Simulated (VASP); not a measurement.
Input of a VASP 6.6.1 run:

Contents of INCAR:

```
SYSTEM = BN
  ALGO = Normal
  EDIFF = 1E-6
  ENCUT = 520
  GGA = PE
  ISIF = 2
  ISMEAR = 0
  IVDW = 12
  LASPH = .TRUE.
  LCHARG = .FALSE.
  LREAL = .FALSE.
  LWAVE = .FALSE.
  NBANDS = 16
  NELM = 60
  PREC = Accurate
  SIGMA = 0.05
```

The input KPOINTS:

```
k-points
0
G
  12 12 4
  0 0 0
```

POSCAR

```
BN
1.0
    2.5061233057      0.0000000000      0.0000000000
   -1.2530616528      2.1703664477      0.0000000000
    0.0000000000      0.0000000000      6.5973571420
B N
2 2
Direct
    0.0442321619      0.0884643237      0.4708974373
    0.3333333333      0.6666666667      0.0000000000
    0.0000000000      0.0000000000      0.0000000000
    0.6666666667      0.3333333333      0.5000000000
```

Potentials or basis: VASP PAW PBE potentials, release 64 (B, N).

Run with:

```console
$ cat potpaw_PBE.64/B/POTCAR potpaw_PBE.64/N/POTCAR > POTCAR
$ mpirun -np 1 vasp_std > vasp.out
```

Task: Predict the band gap on the k mesh.

Result: 2.79 eV, indirect (least direct gap 3.77 eV).

Task: Predict the pressure.

Result: 4.1 GPa.

Task: What does it give for the largest force?

Result: 5.539 eV/Å.

Forces in eV/Å, atoms in the order of the input:
```
B    0.000 -5.119  2.114
B    0.000  0.003 -0.169
N    0.000  0.004  0.143
N    0.000  5.112 -2.088
```

Caveat: the cell differs from its parent crystal (atom 1 (B) moved by +0.192 Å along [1 2 0] and -0.192 Å along [0 0 1]); forces of over 1 eV/Å act on the atoms, so gaps and moduli don't describe the material at rest. A k mesh can miss the band edges.
